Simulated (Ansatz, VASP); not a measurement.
**SiGe4 in VASP and in Ansatz**

```
CELL_PARAMETERS angstrom
2.36642 -5.09666 0.00000
2.36642 5.09666 0.00000
0.00000 0.00000 5.54090
ATOMIC_POSITIONS crystal
Si 0.00000 0.00000 0.00000
Ge 0.50000 0.50000 0.72655
Ge 0.50000 0.50000 0.27345
Ge 0.69888 0.30112 0.00000
Ge 0.30112 0.69888 0.00000
```

Alike in both runs: functional PBE; k mesh 4 × 4 × 6; occupations gaussian, width 0.1 eV; no spin polarisation.

Ansatz relaxed the structure, and its values are those at the end. VASP's run is a single point on that final structure, the one shown.

|  | VASP | Ansatz |
| --- | --- | --- |
| version | VASP 6.6.1 | Ansatz 0.2.0 |
| potentials or method | VASP PAW PBE potentials, release 64 (Si, Ge_d), cutoff 520 eV | scalar-relativistic, plane waves, PAW |
| valence electrons in the cell | 60 | 60 |

Ansatz gave:

```
gap on the k mesh at the Fermi level (eV) : none
pressure (GPa)                            : 0.1
rms of the force components (eV/Å)        : 0.013
```

Question: Estimate VASP's values.

Answer: gap on the k mesh at the Fermi level (eV): none; pressure (GPa): 0.2; rms of the force components (eV/Å): 0.011.

A gap of «none» marks a metal or a gap that the smearing closes.

The k mesh is coarse, so the values compare programs but aren't converged.
